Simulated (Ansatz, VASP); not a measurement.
Two plane-wave programs on H

```
H
1.0
    11.00000    0.00000    0.00000
     0.00000   11.50000    0.00000
     0.00000    0.00000   12.00000
H
2
Direct
  0.50000 0.50000 0.46874
  0.50000 0.50000 0.53126
```

Alike in both runs: functional PBE; k mesh 1 × 1 × 1; occupations gaussian, width 0.01 eV; no spin polarisation.

Ansatz relaxed the structure, and its values are those at the end. VASP's run is a single point on that final structure, the one shown.

|  | VASP | Ansatz |
| --- | --- | --- |
| version | VASP 6.6.1 | Ansatz 0.2.0 |
| potentials or method | VASP PAW PBE potentials, release 64 (H), cutoff 400 eV | scalar-relativistic, plane waves, PAW |
| valence electrons in the cell | 2 | 2 |

Ansatz gave:

| Quantity | Value |
| --- | --- |
| gap on the k mesh at the Fermi level (eV) | 10.19 |
| rms of the force components (eV/Å) | 0.000 |

Task: Estimate VASP's values.

Result: gap on the k mesh at the Fermi level (eV): 10.17; rms of the force components (eV/Å): 0.007.
